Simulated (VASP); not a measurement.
Crystal: MgB.

```
Mg B
1.0
     2.89515    0.00000    0.00000
     0.00000    2.89515    0.00000
     0.00000    0.00000    2.89515
Mg B
1 1
Direct
  0.00000 0.00000 0.00000
  0.50000 0.50000 0.50000
```

```yaml
Program: VASP 6.6.1
Task: relaxation of cell and atoms
Functional: HF
Potentials_or_basis: VASP PAW PBE potentials, release 64 (Mg, B)
Cutoff: 600 eV
k_mesh: 5 × 5 × 5
Occupations: fermi-dirac, width 0.05 eV
Spin: no spin polarisation
```

At the start: pressure 4.1 GPa; volume 12.13 Å³/atom.

Q: How do energy, volume and symmetry change on relaxing?

A: Over 3 steps the energy falls by 6.5 meV/atom and the volume is 12.66 Å³/atom (+4.3 %); space group Pm-3m (No. 221, to 0.05 Å).

The path:
```tsv
step	energy change (eV)	largest force (eV/Å)	pressure (GPa)	volume (Å³)
1	0.0000	0.0000	4.08	24.27
2	-0.0129	0.0000	-0.18	25.37
3	-0.0130	0.0000	0.00	25.32
```

Final structure:
```yaml
crystal:
  lattice:
    - [2.93631, 0.00000, 0.00000]
    - [0.00000, 2.93631, 0.00000]
    - [0.00000, 0.00000, 2.93631]
  atoms:
    - { symbol: Mg, position: [0.00000, 0.00000, 0.00000] }
    - { symbol: B, position: [0.50000, 0.50000, 0.50000] }
```

Caveat: the k points lie up to 0.43 Å⁻¹ apart in the final cell; the PAW data sets were made with another functional, which shifts forces and pressure a little.
